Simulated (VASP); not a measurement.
Wanted: the native input for a VASP 6.6.1 run.

```
Task                   : single point
Functional             : RPBE
Potentials or basis    : VASP PAW PBE potentials, release 64 (Ba_sv)
Cutoff                 : 520 eV
k mesh                 : 1 × 1 × 1
Occupations            : fermi-dirac, width 0.01 eV
Spin                   : collinear spin, zero start
Starting moments       : [0.01] μB
Dipole correction      : no
Further INCAR settings : ALGO = Normal; EDIFF = 1e-06; NBANDS = 15; ISYM = 0
```

The structure of Ba lies in POSCAR:

```
Ba
1.0
   14.0000000000      0.0000000000      0.0000000000
    0.0000000000     14.4000000000      0.0000000000
    0.0000000000      0.0000000000     14.8000000000
Ba
1
Direct
    0.5000000000      0.5000000000      0.5000000000
```

One way to write it, as run:

INCAR

```
SYSTEM = Ba
  ALGO = Normal
  EDIFF = 1E-6
  ENCUT = 520
  GGA = RP
  ISIF = 2
  ISMEAR = -1
  ISPIN = 2
  ISYM = 0
  LASPH = .TRUE.
  LCHARG = .FALSE.
  LORBIT = 11
  LREAL = .FALSE.
  LWAVE = .FALSE.
  MAGMOM = 0.01
  NBANDS = 15
  NELM = 150
  PREC = Accurate
  SIGMA = 0.01
```

KPOINTS

```
k-points
0
G
  1 1 1
  0 0 0
```

Potentials or basis: VASP PAW PBE potentials, release 64 (Ba_sv).

Command:

```sh
$ cat potpaw_PBE.64/Ba_sv/POTCAR > POTCAR
$ mpirun -np 1 vasp_gam > vasp.out
```

It gave:

```json
{"Pressure": "0.0 GPa", "Band gap on the k mesh": "1.20 eV", "Net moment": "0.00 μB per cell", "Valence electrons inside the program's atomic spheres": "Ba 7.74"}
```

Caveat: the PAW data sets were made with another functional, which shifts forces and pressure a little; spin-orbit coupling is left out, which moves the levels of the heavy elements.

Run time: 6.4 min on 1 thread of AMD EPYC 7R43 64-Core Processor (Zen 3), on a shared host, peak memory 2.7 GiB.
